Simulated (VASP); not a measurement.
Input of a VASP 6.6.1 run:

Contents of INCAR:

```
PREC = Accurate
ENCUT = 520
EDIFF = 1E-8
ISMEAR = -1
SIGMA = 0.05
LREAL = F
LASPH = T
NELM = 60
ALGO = Normal
ISIF = 2
LWAVE = F
LCHARG = F
LEFG = T
NBANDS = 12
```

KPOINTS

```
regular mesh
0
Gamma
  14 14 14
```

Contents of POSCAR:

```
In
1.0
   -1.6152359128      1.6152359128      2.4573458084
    1.6152359128     -1.6152359128      2.4573458084
    1.6152359128      1.6152359128     -2.4573458084
In
1
Direct
    0.0000000000      0.0000000000      0.0000000000
```

Potentials or basis: VASP PAW LDA potentials, release 64 (In_d).

The run is started by

```console
$ cat potpaw_LDA.64/In_d/POTCAR > POTCAR
$ mpirun -np 1 vasp_std > vasp.out
```

(1) What does it give for the band gap on the k mesh?

(2) Estimate the pressure.

Results:

(1) zero (an odd number of electrons rules out a gap without spin polarisation).

(2) -1.9 GPa.

Caveat: without QUAD_EFG the Cq values of the log hold for a quadrupole moment of 1 mb, not for the nuclei; spin-orbit coupling is left out, which moves the levels of the heavy elements.
